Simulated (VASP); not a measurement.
Here is a VASP 6.6.1 calculation.

File POSCAR:

```
Cs
1.0
    0.0000000000      3.9166295840      3.9166295840
    3.9166295840      0.0000000000      3.9166295840
    3.9166295840      3.9166295840      0.0000000000
Cs
1
Direct
    0.0000000000      0.0000000000      0.0000000000
```

Contents of INCAR.step1:

```
PREC = Accurate
ENCUT = 520
ISMEAR = 0
SIGMA = 0.05
LREAL = F
LASPH = T
NELM = 60
NBANDS = 10
GGA = PE
ALGO = Normal
EDIFF = 1E-4
LWAVE = T
LCHARG = F
```

The input INCAR.step2:

```
PREC = Accurate
ENCUT = 520
EDIFF = 1E-6
ISMEAR = 0
SIGMA = 0.05
LREAL = F
LASPH = T
NELM = 60
ALGO = Normal
ISIF = 2
LWAVE = F
LCHARG = F
METAGGA = R2SCAN
LMIXTAU = T
NBANDS = 10
ISTART = 1
```

The input KPOINTS:

```
regular mesh
0
Gamma
  10 10 10
```

Potentials or basis: VASP PAW PBE potentials, release 64 (Cs_sv).

Launch:

```bash
$ cat potpaw_PBE.64/Cs_sv/POTCAR > POTCAR
$ cp INCAR.step1 INCAR
$ mpirun -np 1 vasp_std > vasp.out
$ cp INCAR.step2 INCAR
$ mpirun -np 1 vasp_std > vasp.out
```

What does it give for the pressure?

0.1 GPa.

What does it give for the band gap on the k mesh?

Zero (an odd number of electrons rules out a gap without spin polarisation).

Caveat: the PAW data sets were made with another functional, which shifts forces and pressure a little; spin-orbit coupling is left out, which moves the levels of the heavy elements.
